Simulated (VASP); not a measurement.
Wanted: the native input for a VASP 6.6.1 run.

* Task: single point
* Functional: PBE
* Potentials or basis: VASP PAW PBE potentials, release 64 (Te)
* Cutoff: 520 eV
* k mesh: 15 × 15 × 12
* Occupations: fermi-dirac, width 0.1 eV
* Spin: no spin polarisation
* Dipole correction: no
* Further INCAR settings: ALGO = Normal; EDIFF = 1e-06; NBANDS = 13

The structure of Te lies in POSCAR:

```
Te
1.0
    4.1113779576      0.0000000000      0.0000000000
   -2.0556889788      3.5605577559      0.0000000000
    0.0000000000      0.0000000000      4.4715187123
Te
2
Direct
    0.3333333333      0.6666666667      0.2500000000
    0.6666666667      0.3333333333      0.7500000000
```

This isn't the form of Te at room conditions, which is trigonal, of chains.

One way to write it, as run:

INCAR

```
SYSTEM = Te
PREC = Accurate
ENCUT = 520
EDIFF = 1E-6
ISMEAR = -1
SIGMA = 0.1
LREAL = .FALSE.
LASPH = .TRUE.
NELM = 80
ALGO = Normal
ISIF = 2
LWAVE = .FALSE.
LCHARG = .TRUE.
GGA = PE
LELF = .TRUE.
LVHAR = .TRUE.
NBANDS = 13
```

KPOINTS

```
Automatic mesh
0
G
  15 15 12
  0 0 0
```

Potentials or basis: VASP PAW PBE potentials, release 64 (Te).

Run with:

```bash
$ cat potpaw_PBE.64/Te/POTCAR > POTCAR
$ mpirun -np 1 vasp_std > vasp.out
```

Results of the run:

```
Pressure               : -1.8 GPa
Band gap on the k mesh : zero (bands 6 and 7 overlap by 2.29 eV)
```

Caveat: spin-orbit coupling is left out, which moves the levels of the heavy elements.

It took 48 s on 1 thread of Intel(R) Xeon(R) 6975P-C (Granite Rapids) (shared host), peak memory 0.28 GiB.
